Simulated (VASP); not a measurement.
Write the native input for VASP 6.6.1 that does the following.

| Item | Value |
| --- | --- |
| Task | relaxation of cell and atoms |
| Functional | PBE |
| Potentials or basis | VASP PAW PBE potentials, release 64 (Al, N_h) |
| Cutoff | 1330 eV |
| k mesh | 6 × 6 × 4 |
| Occupations | gaussian, width 0.1 eV |
| Spin | no spin polarisation |
| Dipole correction | no |
| Further INCAR settings | ALGO = Normal; EDIFF = 1e-07; IBRION = 2; EDIFFG = -0.04; NSW = 90; ISIF = 3 |

The structure of AlN lies in POSCAR:

```
AlN
1.0
    3.3719293400      0.0000000000      0.0000000000
    0.0000000000      3.3719293400      0.0000000000
    0.0000000000      0.0000000000      4.2889663200
Al N
2 2
Direct
    0.0000000000      0.5000000000      0.2385000000
    0.5000000000      0.0000000000      0.7615000000
    0.0000000000      0.0000000000      0.0000000000
    0.5000000000      0.5000000000      0.0000000000
```

The cell was generated, and may not be a known phase.

One way to write it, as run:

INCAR

```
  PREC = Accurate
  ENCUT = 1330
  EDIFF = 1E-7
  ISMEAR = 0
  SIGMA = 0.1
  LREAL = F
  LASPH = T
  NELM = 120
  ALGO = Normal
  ISIF = 3
  LWAVE = F
  LCHARG = F
  GGA = PE
  IBRION = 2
  NSW = 90
  EDIFFG = -0.04
  GGA_COMPAT = F
  NELMIN = 4
```

KPOINTS

```
regular mesh
0
Gamma
  6 6 4
```

Potentials or basis: VASP PAW PBE potentials, release 64 (Al, N_h).

Run with:

```console
$ cat potpaw_PBE.64/Al/POTCAR potpaw_PBE.64/N_h/POTCAR > POTCAR
$ mpirun -np 1 vasp_std > vasp.out
```

It gave:

```json
{
  "Relaxed volume": "17.61 Å³/atom",
  "Relaxed cell": "a = 3.807 Å, b = 3.807 Å, c = 4.859 Å, α = 90.00°, β = 90.00°, γ = 90.00°",
  "Space group after relaxing (to 0.1 Å)": "P4/mmm (No. 123)",
  "Pressure after relaxing": "0.0 GPa",
  "Largest force after relaxing": "0.016 eV/Å",
  "Band gap on the k mesh": "0.89 eV"
}
```

Caveat: the volume moved by over 15 % at a fixed basis, so the end points are rough.

Run time: 16 min on 1 thread of Intel(R) Xeon(R) Platinum 8375C CPU @ 2.90GHz (Ice Lake), with other jobs on the host, peak memory 0.34 GiB.
